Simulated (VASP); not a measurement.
A run of VASP 6.6.1 is set up as follows.

File INCAR:

```
PREC = Accurate
ENCUT = 520
EDIFF = 1E-7
ISMEAR = 0
SIGMA = 0.15
LREAL = False
LASPH = True
NELM = 60
ALGO = Fast
ISIF = 2
LWAVE = False
LCHARG = False
GGA = PE
IVDW = 12
NBANDS = 13
```

KPOINTS

```
Automatic mesh
0
Gamma
  24 24 24
```

POSCAR

```
Sn
1.0
   -1.7544065422      1.7546136957      2.1674907473
    1.7544065422     -1.7546136957      2.1674907473
    1.7544065422      1.7546136957     -2.1674907473
Sn
1
Direct
    0.0000000000      0.0000000000      0.0000000000
```

Potentials or basis: VASP PAW PBE potentials, release 64 (Sn_d).

The run is started by

```console
$ cat potpaw_PBE.64/Sn_d/POTCAR > POTCAR
$ mpirun -np 1 vasp_std > vasp.out
```

**Question.** What does it give for the pressure?

**Answer.** -0.1 GPa.

**Question.** Predict the dispersion energy per atom.

**Answer.** -0.392 eV.

**Question.** Estimate the band gap on the k mesh.

**Answer.** Zero (bands 7 and 8 overlap by 10.04 eV).

Caveat: spin-orbit coupling is left out, which moves the levels of the heavy elements.
